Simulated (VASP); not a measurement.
# Al3GaN4 (Cmm2) in VASP: a series of runs

The runs below take Al3GaN4 through single point, with PBEsol.

Everything below comes from runs of VASP 6.6.1. Logs are shortened: lines on timing, memory, paths and dates and some standing lists are left out, and cuts for length are marked.

**1. The cell of the first run**

The structure is orthorhombic, space group Cmm2 (No. 35). Conventional cell: a = 6.232 Å, b = 6.232 Å, c = 4.407 Å, α = 90.00°, β = 90.00°, γ = 90.00°. Within 2.5 Å of Al (site symmetry 2) lie 4 N at 1.90 Å. Al (site symmetry mm2) has 4 N at 1.88 to 1.92 Å within 2.5 Å. Ga (site symmetry mm2) has 4 N at 1.90 to 2.02 Å within 2.5 Å. N (site symmetry m) has 3 Al at 1.88 to 1.90 Å and 1 Ga at 2.02 Å within 2.5 Å. N (site symmetry m) has 3 Al at 1.90 to 1.92 Å and 1 Ga at 1.90 Å within 2.5 Å.

**2. Single point, PBEsol (mode 4 (242.1 1/cm) frozen in, largest displacement +0.188 Å)**

INCAR reads:

```
SYSTEM = Al3GaN4
  PREC = Accurate
  ENCUT = 520
  EDIFF = 1E-6
  ISMEAR = 0
  SIGMA = 0.05
  LREAL = .FALSE.
  LASPH = .TRUE.
  NELM = 60
  ALGO = Normal
  ISIF = 2
  LWAVE = .FALSE.
  LCHARG = .FALSE.
  GGA = PS
  NBANDS = 31
```

KPOINTS reads:

```
regular mesh
0
G
  6 6 6
  0 0 0
```

POSCAR reads:

```
Al3GaN4
1.0
    4.4069948456      0.0000000000      0.0000000000
    0.0000000000      4.4069948456      0.0000000000
    0.0000000000      0.0000000000      4.4069948456
Al Ga N
3 1 4
Direct
    0.5000000000      0.4878176207      0.0000000000
    0.5000000000     -0.0425459994      0.5000000000
    0.0000000000      0.4878176207      0.5000000000
    0.0000000000      0.0354871841      0.0000000000
    0.7569094110      0.7327687274      0.2430905890
    0.7325060244      0.2433532920      0.7325060244
    0.2430905890      0.7327687274      0.7569094110
    0.2674939756      0.2433532920      0.2674939756
```

Potentials or basis: VASP PAW PBE potentials, release 64 (Al, Ga_d, N).

On the command line:

```
$ cat potpaw_PBE.64/Al/POTCAR potpaw_PBE.64/Ga_d/POTCAR potpaw_PBE.64/N/POTCAR > POTCAR
$ mpirun -np 1 vasp_std > vasp.out
```

OUTCAR:

```text
SYSTEM = Al3GaN4
   PREC = Accurate
   ENCUT = 520
   EDIFF = 1E-6
   ISMEAR = 0
   LREAL = .FALSE.
   LASPH = .TRUE.
   NELM = 60
   ISIF = 2
   GGA = PS

 ion  position               nearest neighbor table
   1  0.500  0.488  0.000-   5 1.90   7 1.90   6 1.90   8 1.90   4 2.97   4 2.97   2 3.02   2 3.02
                             3 3.12   3 3.12   3 3.12   3 3.12   2 3.21   2 3.21
   2  0.500  0.957  0.500-   5 1.88   7 1.88   6 1.92   8 1.92   1 3.02   3 3.02   1 3.02   3 3.02
                             4 3.14   4 3.14   4 3.14   4 3.14   3 3.21   1 3.21   3 3.21   1 3.21
   3  0.000  0.488  0.500-   5 1.90   7 1.90   6 1.90   8 1.90   4 2.97   4 2.97   2 3.02   2 3.02
                             1 3.12   1 3.12   1 3.12   1 3.12   2 3.21   2 3.21
   4  0.000  0.035  0.000-   6 1.90   8 1.90   7 2.02   5 2.02   1 2.97   3 2.97   3 2.97   1 2.97
                             2 3.14   2 3.14   2 3.14   2 3.14
   5  0.757  0.733  0.243-   2 1.88   1 1.90   3 1.90   4 2.02
   6  0.733  0.243  0.733-   1 1.90   3 1.90   4 1.90   2 1.92
   7  0.243  0.733  0.757-   2 1.88   1 1.90   3 1.90   4 2.02
   8  0.267  0.243  0.267-   1 1.90   3 1.90   4 1.90   2 1.92

  LATTYP: Found a simple cubic cell.
 ALAT       =     4.4069948456

  Lattice vectors:

 A1 = (   4.4069948456,   0.0000000000,   0.0000000000)
 A2 = (   0.0000000000,   4.4069948456,   0.0000000000)
 A3 = (   0.0000000000,   0.0000000000,   4.4069948456)

Analysis of symmetry for initial positions (statically):
=====================================================================
 Subroutine PRICEL returns:
 Original cell was already a primitive cell.

 Routine SETGRP: Setting up the symmetry group for a
 simple cubic supercell.

 Subroutine GETGRP returns: Found  4 space group operations
 (whereof  4 operations were pure point group operations)
 out of a pool of 48 trial point group operations.

The static configuration has the point symmetry C_2v.

Analysis of symmetry for dynamics (positions and initial velocities):
=====================================================================
 Subroutine PRICEL returns:
 Original cell was already a primitive cell.

 Routine SETGRP: Setting up the symmetry group for a
 simple cubic supercell.

 Subroutine GETGRP returns: Found  4 space group operations
 (whereof  4 operations were pure point group operations)
 out of a pool of 48 trial point group operations.

The dynamic configuration has the point symmetry C_2v.

 Subroutine INISYM returns: Found  4 space group operations
 (whereof  4 operations are pure point group operations),
 and found     1 'primitive' translations

----------------------------------------------------------------------------------------

                                     Primitive cell

  volume of cell :      85.5909

  direct lattice vectors                    reciprocal lattice vectors
     4.406994846  0.000000000  0.000000000     0.226911997  0.000000000  0.000000000
     0.000000000  4.406994846  0.000000000     0.000000000  0.226911997  0.000000000
     0.000000000  0.000000000  4.406994846     0.000000000  0.000000000  0.226911997

  length of vectors
     4.406994846  4.406994846  4.406994846     0.226911997  0.226911997  0.226911997

  position of ions in fractional coordinates (direct lattice)
     0.500000000  0.487817621  0.000000000
     0.500000000  0.957454001  0.500000000
     0.000000000  0.487817621  0.500000000
     0.000000000  0.035487184  0.000000000
     0.756909411  0.732768727  0.243090589
     0.732506024  0.243353292  0.732506024
     0.243090589  0.732768727  0.756909411
     0.267493976  0.243353292  0.267493976

  ion indices of the primitive-cell ions
   primitive index   ion index
                 1           1
                 2           2
                 3           3
                 4           4
                 5           5
                 6           6
                 7           7
                 8           8

----------------------------------------------------------------------------------------

 KPOINTS: regular mesh

Automatic generation of k-mesh.
 Grid dimensions read from file:
 generate k-points for:    6    6    6

 Generating k-lattice:

  Cartesian coordinates                     Fractional coordinates (reciprocal lattice)
     0.037818666  0.000000000  0.000000000     0.166666667  0.000000000  0.000000000
     0.000000000  0.037818666  0.000000000     0.000000000  0.166666667  0.000000000
     0.000000000  0.000000000  0.037818666     0.000000000  0.000000000  0.166666667

  Length of vectors
     0.037818666  0.037818666  0.037818666

  Shift w.r.t. Gamma in fractional coordinates (k-lattice)
     0.000000000  0.000000000  0.000000000

 Subroutine IBZKPT returns following result:
 ===========================================

 Found     52 irreducible k-points:

 Following reciprocal coordinates:
            Coordinates               Weight
  0.000000  0.000000  0.000000      1.000000
  0.166667  0.000000  0.000000      4.000000
  0.000000  0.166667  0.000000      2.000000
  0.333333  0.000000  0.000000      4.000000
  0.000000  0.333333  0.000000      2.000000
  0.500000  0.000000  0.000000      2.000000
[... 16 lines left out ...]
  0.333333  0.000000  0.500000      4.000000
  0.500000  0.500000  0.000000      2.000000
 [... further k-points ...]
   k-points           NKPTS =     52   k-points in BZ     NKDIM =     52   number of bands    NBANDS=     31
   number of dos      NEDOS =    301   number of ions     NIONS =      8
   total plane-waves  NPLWV =  46656
   dimension x,y,z NGX =    36 NGY =   36 NGZ =   36
   dimension x,y,z NGXF=    72 NGYF=   72 NGZF=   72
   ions per type =               3   1   4
   NGX,Y,Z   is equivalent  to a cutoff of  13.58, 13.58, 13.58 a.u.
   NGXF,Y,Z  is equivalent  to a cutoff of  27.16, 27.16, 27.16 a.u.
 SYSTEM =  Al3GaN4
   PREC   = accura    normal or accurate (medium, high low for compatibility)
   ISTART =      0    job   : 0-new  1-cont  2-samecut
   ICHARG =      2    charge: 1-file 2-atom 10-const
   ISPIN  =      1    spin polarized calculation?
   LNONCOLLINEAR =      F non collinear calculations
   LSORBIT =      F    spin-orbit coupling
   LASPH  =      T    aspherical Exc in radial PAW
   ENCUT  =  520.0 eV  38.22 Ry    6.18 a.u.   8.19  8.19  8.19*2*pi/ulx,y,z
   NELM   =     60;   NELMIN=  2; NELMDL= -5     # of ELM steps
   EDIFF  = 0.1E-05   stopping-criterion for ELM
   LREAL  =      F    real-space projection
   EDIFFG = 0.1E-04   stopping-criterion for IOM
   NSW    =      0    number of steps for IOM
   IBRION =     -1    ionic relax: 0-MD 1-quasi-New 2-CG
   NFREE  =      0    steps in history (QN), initial steepest desc. (CG)
   ISIF   =      2    stress and relaxation
   ISYM   =      2    0-nonsym 1-usesym 2-fastsym
   POTIM  = 0.5000    time-step for ionic-motion
   TEBEG  =    0.0;   TEEND  =   0.0 temperature during run
   PSTRESS=    0.0 pullay stress
   NELECT =      42.0000    total number of electrons
   NUPDOWN=      -1.0000    fix difference up-down
   EMIN   =  10.00;   EMAX   =-10.00  energy-range for DOS
   EFERMI =   0.00;   METHOD = LEGACY
   ISMEAR =     0;   SIGMA  =   0.05  broadening in eV -4-tet -1-fermi 0-gaus
   EFERMI_NEDOS =   21; number of points for ismear=-14 and -15
   IALGO  =     38    algorithm
   IMIX   =      4    mixing-type and parameters
     AMIX     =   0.40;   BMIX     =  1.00
     AMIX_MAG =   1.60;   BMIX_MAG =  1.00
  volume/ion in A,a.u.               =      10.70        72.20
  Fermi-wavevector in a.u.,A,eV,Ry     =   1.291265  2.440137 22.685883  1.667365
  Thomas-Fermi vector in A             =   2.423046
   LORBIT       =      0    0 simple, 1 ext, 2 COOP (PROOUT), +10 PAW based schemes
   GGA     = PS    functional components
   LHFCALC =     F    Hartree Fock is set to
   AEXX    =    0.0000 exact exchange contribution
   IVDW    =     0    specifies the selected vdW correction
   LEPSILON=     F    determine dielectric tensor
   LRPA    =     F    only Hartree local field effects (RPA)
 non-spin polarized calculation
 Gauss-broadening in eV      SIGMA  =   0.05
  energy-cutoff  :      520.00
  volume of cell :       85.59
 maximum number of plane-waves:      2325
 NGX is ok and might be reduce to    36
   NGX = 17   NGY = 17   NGZ = 17

 number of electron      41.9999998 magnetization

 Free energy of the ion-electron system (eV)
  ---------------------------------------------------
  ext. energy  EPLUGINS =         0.00000000
  ---------------------------------------------------
  free energy    TOTEN  =       -59.59878942 eV

  energy without entropy =      -59.59878942  energy(sigma->0) =      -59.59878942

 E-fermi :   5.8720     XC(G=0): -11.3367

 val. band max:        5.6568447565   @ k =   0.1667   0.0000   0.1667
 cond. band min:       8.6888418961   @ k =   0.0000   0.0000   0.0000
 fundamental gap:      3.0319971396
 Fermi energy:         5.8720087565

 k-point     1 :       0.0000    0.0000    0.0000
  band No.  band energies     occupation
      1      -9.5669      2.00000
      2      -7.9219      2.00000
      3      -7.8229      2.00000
      4      -7.6450      2.00000
      5      -7.0846      2.00000
      6      -7.0770      2.00000
[... 23 lines left out ...]
     30      17.4926      0.00000
     31      17.5084      0.00000

 k-point     2 :       0.1667    0.0000    0.0000
  band No.  band energies     occupation
      1      -9.4401      2.00000
      2      -7.9732      2.00000
      3      -7.8177      2.00000
      4      -7.6650      2.00000
      5      -7.0824      2.00000
      6      -7.0726      2.00000
[... 23 lines left out ...]
     30      17.4400      0.00000
     31      17.7054      0.00000

 k-point     3 :       0.0000    0.1667    0.0000
  band No.  band energies     occupation
      1      -9.4450      2.00000
      2      -7.9249      2.00000
      3      -7.8676      2.00000
      4      -7.6594      2.00000
      5      -7.0805      2.00000
      6      -7.0756      2.00000
[... 23 lines left out ...]
     30      17.6851      0.00000
     31      17.6936      0.00000

 k-point     4 :       0.3333    0.0000    0.0000
  band No.  band energies     occupation
      1      -9.0851      2.00000
      2      -8.1667      2.00000
      3      -7.8070      2.00000
      4      -7.7215      2.00000
      5      -7.0789      2.00000
      6      -7.0586      2.00000
[... 23 lines left out ...]
     30      17.1887      0.00000
     31      17.6970      0.00000

 k-point     5 :       0.0000    0.3333    0.0000
  band No.  band energies     occupation
      1      -9.1161      2.00000
      2      -8.0429      2.00000
      3      -7.9309      2.00000
      4      -7.6867      2.00000
      5      -7.0729      2.00000
      6      -7.0701      2.00000
[... 23 lines left out ...]
     30      17.2799      0.00000
     31      18.0458      0.00000
[... 542 lines left out ...]
     30      15.9031      0.00000
     31      16.2601      0.00000

 k-point    22 :       0.0000    0.5000    0.3333
  band No.  band energies     occupation
      1      -8.5603      2.00000
      2      -8.1168      2.00000
      3      -8.0475      2.00000
      4      -7.6301      2.00000
      5      -7.0590      2.00000
      6      -7.0511      2.00000
[... 23 lines left out ...]
     30      15.9110      0.00000
     31      16.3217      0.00000

 k-point    23 :       0.3333    0.0000    0.5000
  band No.  band energies     occupation
      1      -8.4694      2.00000
      2      -8.3272      2.00000
      3      -7.8967      2.00000
      4      -7.6575      2.00000
      5      -7.0580      2.00000
      6      -7.0397      2.00000
[... 23 lines left out ...]
     30      16.0035      0.00000
     31      16.3454      0.00000

 k-point    24 :       0.5000    0.5000    0.0000
  band No.  band energies     occupation
      1      -8.3446      2.00000
      2      -8.2935      2.00000
      3      -7.9946      2.00000
      4      -7.5553      2.00000
      5      -7.0552      2.00000
      6      -7.0412      2.00000
[... 23 lines left out ...]
     30      15.8648      0.00000
     31      16.6096      0.00000

 [... further k-points ...]
[... 5 lines left out ...]
  --------------------------------------------------------------------------------------
  -------------------------------------------------------------------------------------
  Total        0.1422896     -0.6986867      0.1422896      0.0000000      0.0000000      0.7298980
  in kB        2.6635200    -13.0787255      2.6635200      0.0000000      0.0000000     13.6629711
  external PRESSURE =      -2.5838952 kB  Pullay stress =       0.0000000 kB

 VOLUME and BASIS-vectors are now :
 -----------------------------------------------------------------------------
  energy-cutoff  :      520.00
  volume of cell :       85.59
      direct lattice vectors                 reciprocal lattice vectors
     4.406994846  0.000000000  0.000000000     0.226911997  0.000000000  0.000000000
     0.000000000  4.406994846  0.000000000     0.000000000  0.226911997  0.000000000
     0.000000000  0.000000000  4.406994846     0.000000000  0.000000000  0.226911997

 POSITION                                       TOTAL-FORCE (eV/Angst)
 -----------------------------------------------------------------------------------
      2.20350      2.14981      0.00000         0.000000      0.309397     -0.000000
      2.20350      4.21949      2.20350         0.000000      1.088557     -0.000000
      0.00000      2.14981      2.20350         0.000000      0.309397     -0.000000
      0.00000      0.15639      0.00000         0.000000     -2.238982     -0.000000
      3.33570      3.22931      1.07130        -0.206868      0.145321      0.206868
      3.22815      1.07246      3.22815         0.171177      0.120494      0.171177
      1.07130      3.22931      3.33570         0.206868      0.145321     -0.206868
      1.17884      1.07246      1.17884        -0.171177      0.120494     -0.171177
 -----------------------------------------------------------------------------------
    total drift:                               -0.000000     -0.001216     -0.000002

  FREE ENERGIE OF THE ION-ELECTRON SYSTEM (eV)
  ---------------------------------------------------
  free  energy   TOTEN  =       -59.5987894232 eV

  energy  without entropy=      -59.5987894232  energy(sigma->0) =      -59.59878942
```

Wall time 87 s (1 thread of Intel Xeon Platinum 8375C at 2.90GHz (Ice Lake), shared host); peak memory 0.27 GiB.

What came out:

```
Free energy            : -59.5988 eV
Pressure               : -0.3 GPa
Largest force          : 2.239 eV/Å
Band gap on the k mesh : 3.03 eV, indirect (least direct gap 3.05 eV)
```

Forces in eV/Å, atoms in the order of the input:
```
Al   0.000  0.309  0.000
Al   0.000  1.089  0.000
Al   0.000  0.309  0.000
Ga   0.000 -2.239  0.000
N   -0.207  0.145  0.207
N    0.171  0.120  0.171
N    0.207  0.145 -0.207
N   -0.171  0.120 -0.171
```

Caveat: the cell differs from its parent crystal (mode 4 (242.1 1/cm) frozen in, largest displacement +0.188 Å); the PAW data sets were made with another functional, which shifts forces and pressure a little. A k mesh can miss the band edges.

**3. Single point, PBEsol (mode 4 (242.1 1/cm) frozen in, largest displacement +0.113 Å)**

INCAR reads:

```
ALGO     = Normal         # electronic algorithm
EDIFF    = 1E-6           # SCF threshold, eV
ENCUT    = 520            # plane-wave cutoff, eV
GGA      = PS             # functional
ISIF     = 2              # what is computed and relaxed
ISMEAR   = 0              # smearing method
LASPH    = True           # aspherical terms in the spheres
LCHARG   = False          # write CHGCAR
LREAL    = False          # projectors in reciprocal space
LWAVE    = False          # write WAVECAR
NBANDS   = 31             # bands
NELM     = 80             # most SCF steps
PREC     = Accurate       # precision mode
SIGMA    = 0.05           # smearing width, eV
```

KPOINTS reads:

```
k-points
0
Gamma
  6 6 6
```

POSCAR reads:

```
Al3GaN4
1.0
    4.4069948456      0.0000000000      0.0000000000
    0.0000000000      4.4069948456      0.0000000000
    0.0000000000      0.0000000000      4.4069948456
Al Ga N
3 1 4
Direct
    0.5000000000      0.4926905724      0.0000000000
    0.5000000000     -0.0255275996      0.5000000000
    0.0000000000      0.4926905724      0.5000000000
    0.0000000000      0.0212923105      0.0000000000
    0.7520287337      0.7375443235      0.2479712663
    0.7373867017      0.2481288881      0.7373867017
    0.2479712663      0.7375443235      0.7520287337
    0.2626132983      0.2481288881      0.2626132983
```

Potentials or basis: VASP PAW PBE potentials, release 64 (Al, Ga_d, N).

On the command line:

```
$ cat potpaw_PBE.64/Al/POTCAR potpaw_PBE.64/Ga_d/POTCAR potpaw_PBE.64/N/POTCAR > POTCAR
$ mpirun -np 1 vasp_std > vasp.out
```

Run time: 84 s. Hardware: 1 thread of Intel Xeon Platinum 8375C at 2.90GHz (Ice Lake), shared host; peak memory 0.27 GiB.

Results (log left out):

- Free energy: -59.8234 eV
- Pressure: -0.1 GPa
- Largest force: 1.384 eV/Å
- Band gap on the k mesh: 3.17 eV, indirect (the least direct gap lies 4.9 meV higher)

Forces on the atoms (eV/Å):
```
Al   0.000  0.188  0.000
Al   0.000  0.658  0.000
Al   0.000  0.188  0.000
Ga   0.000 -1.384  0.000
N   -0.110  0.096  0.110
N    0.102  0.080  0.102
N    0.110  0.096 -0.110
N   -0.102  0.080 -0.102
```

Stress tensor (GPa, compression positive):
```
 0.07  0.00  0.88
 0.00 -0.52  0.00
 0.88  0.00  0.07
```

Levels at points of the mesh, in eV from the valence-band top:
```csv
k point,band 18,band 19,band 20,band 21,band 22,band 23,band 24,band 25
"(0.00, 0.00, 0.00)",-1.91,-0.02,-0.01,0.00,3.17,3.23,3.37,3.43
"(0.50, 0.00, 0.00)",-1.22,-1.21,-0.94,-0.94,5.42,5.54,6.00,6.03
"(0.00, 0.50, 0.00)",-1.29,-1.18,-1.01,-0.87,5.39,5.63,5.99,6.02
"(0.50, 0.50, 0.00)",-0.84,-0.57,-0.53,-0.52,7.16,7.32,7.48,7.74
"(0.50, 0.00, 0.50)",-0.85,-0.63,-0.55,-0.46,6.90,7.32,7.51,7.65
"(0.50, 0.50, 0.50)",-0.59,-0.49,-0.37,-0.29,5.39,6.82,6.89,6.90
```

Caveat: the cell differs from its parent crystal (mode 4 (242.1 1/cm) frozen in, largest displacement +0.113 Å); the PAW data sets were made with another functional, which shifts forces and pressure a little. A k mesh can miss the band edges.
